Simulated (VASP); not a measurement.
A run of VASP 6.6.1 is set up as follows.

The input INCAR:

```
PREC = Accurate
ENCUT = 520
EDIFF = 1E-6
ISMEAR = 0
SIGMA = 0.05
LREAL = False
LASPH = True
NELM = 150
ALGO = Normal
ISIF = 2
LWAVE = False
LCHARG = False
ISPIN = 2
MAGMOM = 0 0 1
LORBIT = 11
LDIPOL = True
IDIPOL = 3
DIPOL = 0.5 0.5 0.301
GGA = PE
IVDW = 12
NBANDS = 26
```

KPOINTS

```
Automatic mesh
0
Gamma
  6 6 1
```

File POSCAR:

```
Bi2H
1.0
    4.2790193530      0.0000000000      0.0000000000
   -2.1395096765      3.7057394630      0.0000000000
    0.0000000000      0.0000000000     17.2471505494
Bi H
2 1
Direct
    0.3333333333      0.6666666667      0.3332231914
    0.6666666667      0.3333333334      0.2319223682
    1.2222222222      1.1111111111      0.3389584405
```

Potentials or basis: VASP PAW PBE potentials, release 64 (Bi_d, H).

The run is started by

```console
$ cat potpaw_PBE.64/Bi_d/POTCAR potpaw_PBE.64/H/POTCAR > POTCAR
$ mpirun -np 1 vasp_std > vasp.out
```

**Question.** Estimate the dispersion energy per atom.

**Answer.** -0.178 eV.

**Question.** Estimate the largest force.

**Answer.** 0.859 eV/Å.

**Question.** Estimate the net moment.

**Answer.** 0.00 μB per cell.

Forces on the atoms (eV/Å):
```
Bi  -0.203 -0.117  0.818
Bi   0.222  0.128 -0.820
H   -0.019 -0.011  0.002
```
